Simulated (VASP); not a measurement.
# KMgF3 (P4/mmm) in VASP: notebook

The runs below take KMgF3 through single point, with PBEsol.

Everything below comes from runs of VASP 6.6.1. Logs are shortened: lines on timing, memory, paths and dates and some standing lists are left out, and cuts for length are marked.

## 1. The cell of the first run

Symmetry: P4/mmm, No. 123, tetragonal system. Conventional cell: a = 4.105 Å, b = 4.105 Å, c = 3.866 Å, α = 90.00°, β = 90.00°, γ = 90.00°. K (site symmetry 4/mmm) has 12 F at 2.82 to 2.90 Å and 8 Mg at 3.49 Å within 3.7 Å. Mg (site symmetry 4/mmm) has 6 F at 1.93 to 2.05 Å within 2.6 Å. Within 2.7 Å of F (site symmetry mmm) lie 2 Mg at 2.05 Å. Within 2.6 Å of F (site symmetry 4/mmm) lie 2 Mg at 1.93 Å.

## 2. Single point, PBEsol (strain +0.030 along x and y, -0.030 along z)

Input file INCAR:

```
SYSTEM = KMgF3
PREC = Accurate
ENCUT = 520
EDIFF = 1E-7
ISMEAR = 0
SIGMA = 0.05
LREAL = .FALSE.
LASPH = .TRUE.
NELM = 100
ALGO = Normal
ISIF = 2
LWAVE = .FALSE.
LCHARG = .FALSE.
GGA = PS
NBANDS = 24
```

Input file KPOINTS:

```
Automatic mesh
0
G
  6 6 6
  0 0 0
```

Input file POSCAR:

```
KMgF3
1.0
    4.1054770000      0.0000000000      0.0000000000
    0.0000000000      4.1054770000      0.0000000000
    0.0000000000      0.0000000000      3.8663230000
K Mg F
1 1 3
Direct
    0.5000000000      0.5000000000      0.5000000000
    0.0000000000      0.0000000000      0.0000000000
    0.5000000000      0.0000000000      0.0000000000
    0.0000000000      0.5000000000      0.0000000000
    0.0000000000      0.0000000000      0.5000000000
```

Potentials or basis: VASP PAW PBE potentials, release 64 (K_sv, Mg, F).

The run is started by

```
$ cat potpaw_PBE.64/K_sv/POTCAR potpaw_PBE.64/Mg/POTCAR potpaw_PBE.64/F/POTCAR > POTCAR
$ mpirun -np 1 vasp_std > vasp.out
```

OUTCAR:

```text
SYSTEM = KMgF3
   PREC = Accurate
   ENCUT = 520
   EDIFF = 1E-7
   ISMEAR = 0
   LREAL = .FALSE.
   LASPH = .TRUE.
   NELM = 100
   ISIF = 2
   GGA = PS

 ion  position               nearest neighbor table
   1  0.500  0.500  0.500-   3 2.82   4 2.82   3 2.82   4 2.82   3 2.82   3 2.82   4 2.82   4 2.82
                             2 3.49   2 3.49   2 3.49   2 3.49   2 3.49   2 3.49   2 3.49   2 3.49
   2  0.000  0.000  0.000-   5 1.93   5 1.93   3 2.05   4 2.05   4 2.05   3 2.05   1 3.49   1 3.49
                             1 3.49   1 3.49   1 3.49   1 3.49   1 3.49   1 3.49
   3  0.500  0.000  0.000-   2 2.05   2 2.05   1 2.82   1 2.82   1 2.82   1 2.82
   4  0.000  0.500  0.000-   2 2.05   2 2.05   1 2.82   1 2.82   1 2.82   1 2.82
   5  0.000  0.000  0.500-   2 1.93   2 1.93

  LATTYP: Found a simple tetragonal cell.
 ALAT       =     4.1054770000
 C/A-ratio  =     0.9417475728

  Lattice vectors:

 A1 = (   4.1054770000,   0.0000000000,   0.0000000000)
 A2 = (   0.0000000000,   4.1054770000,   0.0000000000)
 A3 = (   0.0000000000,   0.0000000000,   3.8663230000)

Analysis of symmetry for initial positions (statically):
=====================================================================
 Subroutine PRICEL returns:
 Original cell was already a primitive cell.

 Routine SETGRP: Setting up the symmetry group for a
 simple tetragonal supercell.

 Subroutine GETGRP returns: Found 16 space group operations
 (whereof 16 operations were pure point group operations)
 out of a pool of 16 trial point group operations.

The static configuration has the point symmetry D_4h.

Analysis of symmetry for dynamics (positions and initial velocities):
=====================================================================
 Subroutine PRICEL returns:
 Original cell was already a primitive cell.

 Routine SETGRP: Setting up the symmetry group for a
 simple tetragonal supercell.

 Subroutine GETGRP returns: Found 16 space group operations
 (whereof 16 operations were pure point group operations)
 out of a pool of 16 trial point group operations.

The dynamic configuration has the point symmetry D_4h.

 Subroutine INISYM returns: Found 16 space group operations
 (whereof 16 operations are pure point group operations),
 and found     1 'primitive' translations

[... 100 lines left out ...]
   EDIFF  = 0.1E-06   stopping-criterion for ELM
   LREAL  =      F    real-space projection
   EDIFFG = 0.1E-05   stopping-criterion for IOM
   NSW    =      0    number of steps for IOM
   IBRION =     -1    ionic relax: 0-MD 1-quasi-New 2-CG
   NFREE  =      0    steps in history (QN), initial steepest desc. (CG)
   ISIF   =      2    stress and relaxation
   ISYM   =      2    0-nonsym 1-usesym 2-fastsym
   POTIM  = 0.5000    time-step for ionic-motion
   TEBEG  =    0.0;   TEEND  =   0.0 temperature during run
   PSTRESS=    0.0 pullay stress
   NELECT =      32.0000    total number of electrons
   NUPDOWN=      -1.0000    fix difference up-down
   EMIN   =  10.00;   EMAX   =-10.00  energy-range for DOS
   EFERMI =   0.00;   METHOD = LEGACY
   ISMEAR =     0;   SIGMA  =   0.05  broadening in eV -4-tet -1-fermi 0-gaus
   EFERMI_NEDOS =   21; number of points for ismear=-14 and -15
   IALGO  =     38    algorithm
   IMIX   =      4    mixing-type and parameters
     AMIX     =   0.40;   BMIX     =  1.00
     AMIX_MAG =   1.60;   BMIX_MAG =  1.00
  volume/ion in A,a.u.               =      13.03        87.95
  Fermi-wavevector in a.u.,A,eV,Ry     =   1.291565  2.440704 22.696435  1.668141
  Thomas-Fermi vector in A             =   2.423327
   LORBIT       =      0    0 simple, 1 ext, 2 COOP (PROOUT), +10 PAW based schemes
   GGA     = PS    functional components
   LHFCALC =     F    Hartree Fock is set to
   AEXX    =    0.0000 exact exchange contribution
   IVDW    =     0    specifies the selected vdW correction
   LEPSILON=     F    determine dielectric tensor
   LRPA    =     F    only Hartree local field effects (RPA)
 non-spin polarized calculation
 Gauss-broadening in eV      SIGMA  =   0.05
  energy-cutoff  :      520.00
  volume of cell :       65.17
 maximum number of plane-waves:      1778
 NGX is ok and might be reduce to    32
   NGX = 15   NGY = 15   NGZ = 15

 number of electron      32.0000035 magnetization

 Free energy of the ion-electron system (eV)
  ---------------------------------------------------
  ext. energy  EPLUGINS =         0.00000000
  ---------------------------------------------------
  free energy    TOTEN  =       -25.20828747 eV

  energy without entropy =      -25.20828747  energy(sigma->0) =      -25.20828747

 E-fermi :  -1.5791     XC(G=0):  -9.7951

 val. band max:       -1.8352903963   @ k =   0.5000   0.5000   0.5000
 cond. band min:       5.0619046576   @ k =   0.0000   0.0000   0.0000
 fundamental gap:      6.8971950540
 Fermi energy:        -1.5790901122

 k-point     1 :       0.0000    0.0000    0.0000
  band No.  band energies     occupation
      1     -27.3838      2.00000
      2     -21.8530      2.00000
      3     -21.1835      2.00000
      4     -21.0670      2.00000
      5     -10.9615      2.00000
      6     -10.9615      2.00000
[... 637 lines left out ...]
     23      12.0098      0.00000
     24      13.0247      0.00000

 [... further k-points ...]

------------------------ aborting loop because EDIFF is reached ----------------------------------------

  FORCE on cell =-STRESS in cart. coord.  units (eV):
  Direction    XX          YY          ZZ          XY          YZ          ZX
  --------------------------------------------------------------------------------------
  -------------------------------------------------------------------------------------
  Total       -1.4700640     -1.4700640      0.9103029      0.0000000      0.0000000      0.0000000
  in kB      -36.1427706    -36.1427706     22.3805694      0.0000000      0.0000000      0.0000000
  external PRESSURE =     -16.6349906 kB  Pullay stress =       0.0000000 kB

 VOLUME and BASIS-vectors are now :
 -----------------------------------------------------------------------------
  energy-cutoff  :      520.00
  volume of cell :       65.17
      direct lattice vectors                 reciprocal lattice vectors
     4.105477000  0.000000000  0.000000000     0.243577056  0.000000000  0.000000000
     0.000000000  4.105477000  0.000000000     0.000000000  0.243577056  0.000000000
     0.000000000  0.000000000  3.866323000     0.000000000  0.000000000  0.258643678

 POSITION                                       TOTAL-FORCE (eV/Angst)
 -----------------------------------------------------------------------------------
      2.05274      2.05274      1.93316         0.000000      0.000000      0.000000
      0.00000      0.00000      0.00000         0.000000      0.000000      0.000000
      2.05274      0.00000      0.00000         0.000000      0.000000      0.000000
      0.00000      2.05274      0.00000         0.000000      0.000000      0.000000
      0.00000      0.00000      1.93316         0.000000      0.000000      0.000000
 -----------------------------------------------------------------------------------
    total drift:                                0.000000      0.000000     -0.000000

  FREE ENERGIE OF THE ION-ELECTRON SYSTEM (eV)
  ---------------------------------------------------
  free  energy   TOTEN  =       -25.2082874673 eV

  energy  without entropy=      -25.2082874673  energy(sigma->0) =      -25.20828747
```

Run time: 46 s. Hardware: 1 thread of Intel Xeon Platinum 8488C (Sapphire Rapids), shared host; peak memory 0.21 GiB.

What came out:

```
Free energy            : -25.2083 eV
Pressure               : -1.7 GPa
Band gap on the k mesh : 6.90 eV (least direct gap 7.22 eV)
```

Levels at points of the mesh, in eV from the valence-band top:
```tsv
k point	band 13	band 14	band 15	band 16	band 17	band 18	band 19	band 20
(0.00, 0.00, 0.00)	-0.52	-0.33	-0.33	-0.32	6.90	9.77	10.03	11.77
(0.50, 0.00, 0.00)	-0.78	-0.72	-0.53	-0.51	9.68	9.94	10.79	12.34
(0.50, 0.50, 0.00)	-1.04	-0.88	-0.88	-0.07	10.57	11.20	12.01	12.01
(0.00, 0.00, 0.50)	-1.08	-0.83	-0.52	-0.52	9.95	10.07	11.22	12.54
(0.50, 0.00, 0.50)	-0.98	-0.80	-0.80	-0.03	10.62	11.54	12.15	12.33
(0.50, 0.50, 0.50)	-1.02	-0.03	0.00	0.00	10.16	10.16	10.20	13.32
```

Caveat: the cell differs from its parent crystal (strain +0.030 along x and y, -0.030 along z); the PAW data sets were made with another functional, which shifts forces and pressure a little.

## 3. Single point, PBEsol (strain +0.015 along x and y, +0.000 along z)

Input file INCAR:

```
PREC = Accurate ; ENCUT = 520
EDIFF = 1E-6 ; ISMEAR = 0
SIGMA = 0.05 ; LREAL = False
LASPH = True ; NELM = 60
ALGO = Normal ; ISIF = 2
LWAVE = False ; LCHARG = False
GGA = PS ; NBANDS = 24
```

Input file KPOINTS:

```
regular mesh
0
Gamma
  6 6 6
```

POSCAR: that of step 2 with these lines changed.

```diff
@@ -2,5 +2,5 @@
 1.0
-    4.1054770000      0.0000000000      0.0000000000
-    0.0000000000      4.1054770000      0.0000000000
-    0.0000000000      0.0000000000      3.8663230000
+    4.0456885000      0.0000000000      0.0000000000
+    0.0000000000      4.0456885000      0.0000000000
+    0.0000000000      0.0000000000      3.9859000000
 K Mg F
```

Potentials or basis: VASP PAW PBE potentials, release 64 (K_sv, Mg, F).

The run is started by

```
$ cat potpaw_PBE.64/K_sv/POTCAR potpaw_PBE.64/Mg/POTCAR potpaw_PBE.64/F/POTCAR > POTCAR
$ mpirun -np 1 vasp_std > vasp.out
```

Wall time 46 s (1 thread of Intel Xeon Platinum 8488C (Sapphire Rapids), shared host); peak memory 0.2 GiB.

Results (log left out):

```yaml
Free_energy: -25.2507 eV
Pressure: -2.1 GPa
Band_gap_on_the_k_mesh: 6.90 eV (least direct gap 7.23 eV)
```

Stress tensor (GPa, compression positive):
```
-2.57  0.00  0.00
 0.00 -2.57  0.00
 0.00  0.00 -1.24
```

Levels at points of the mesh, in eV from the valence-band top:
```csv
k point,band 13,band 14,band 15,band 16,band 17,band 18,band 19,band 20
"(0.00, 0.00, 0.00)",-0.58,-0.33,-0.33,-0.33,6.90,9.87,9.93,11.99
"(0.50, 0.00, 0.00)",-0.83,-0.81,-0.52,-0.52,9.75,9.98,10.89,12.53
"(0.50, 0.50, 0.00)",-0.98,-0.94,-0.94,-0.03,10.62,11.38,12.12,12.12
"(0.00, 0.00, 0.50)",-0.90,-0.84,-0.52,-0.52,9.81,10.01,11.00,12.59
"(0.50, 0.00, 0.50)",-1.00,-0.86,-0.86,-0.02,10.63,11.46,12.16,12.21
"(0.50, 0.50, 0.50)",-1.08,-0.01,0.00,0.00,10.18,10.18,10.19,13.52
```

Caveat: the cell differs from its parent crystal (strain +0.015 along x and y, +0.000 along z); the PAW data sets were made with another functional, which shifts forces and pressure a little. A k mesh can miss the band edges.
